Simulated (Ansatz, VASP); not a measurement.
## One calculation of Ag, two programs

The input INCAR:

```
SYSTEM = Ag
ALGO = Normal
EDIFF = 1E-6
ENCUT = 520
GGA = PS
ISIF = 2
ISMEAR = -1
LASPH = .TRUE.
LCHARG = .TRUE.
LELF = .TRUE.
LREAL = .FALSE.
LVHAR = .TRUE.
LWAVE = .FALSE.
NBANDS = 12
NELM = 100
PREC = Accurate
SIGMA = 0.1
```

The input KPOINTS:

```
k-points
0
G
  15 15 15
  0 0 0
```

Contents of POSCAR:

```
Ag
1.0
   -1.6749303503      1.6749303503      1.6749303503
    1.6749303503     -1.6749303503      1.6749303503
    1.6749303503      1.6749303503     -1.6749303503
Ag
1
Direct
    0.0000000000      0.0000000000      0.0000000000
```

Input for Ansatz:

```yaml
crystal:
  lattice:
    - [-1.6749303503, 1.6749303503, 1.6749303503]
    - [1.6749303503, -1.6749303503, 1.6749303503]
    - [1.6749303503, 1.6749303503, -1.6749303503]
  atoms:
    - { symbol: Ag, position: [0.0, 0.0, 0.0] }
hamiltonian:
  xc: pbesol
  pseudopotentials:
    kind: paw
    azcp:
      Ag: "pseudopotentials/Ag.paw.azcp"
basis:
  ecutwfc: 420
  fft_grid_basis: typed
kpoints:
  mp_grid: { grid: [15, 15, 15], shift: [0, 0, 0] }
magnetization:
  spin_polarized: false
scf:
  occupations: { method: fermi_dirac, width: 0.1 }
  lower_state_search: "off"
output:
  stress: true
```

Alike in both runs: task single point; functional PBEsol; k mesh 15 × 15 × 15; occupations fermi-dirac, width 0.1 eV; no spin polarisation.

|  | VASP | Ansatz |
| --- | --- | --- |
| version | VASP 6.6.1 | Ansatz 0.2.0 |
| potentials or method | VASP PAW PBE potentials, release 64 (Ag), cutoff 520 eV | plane waves (420 eV) with PAW, scalar-relativistic |
| valence electrons in the cell | 11 | 19 |

```csv
,VASP,Ansatz,Ansatz less VASP
pressure (GPa),-9.7,-9.6,+0.09
```

VASP's potentials were made for PBE, not for PBEsol, and Ansatz warns of the same on its side. VASP's potentials hold 11 valence electrons a cell and Ansatz's 19, so a difference there can come from the potentials and not from the codes.
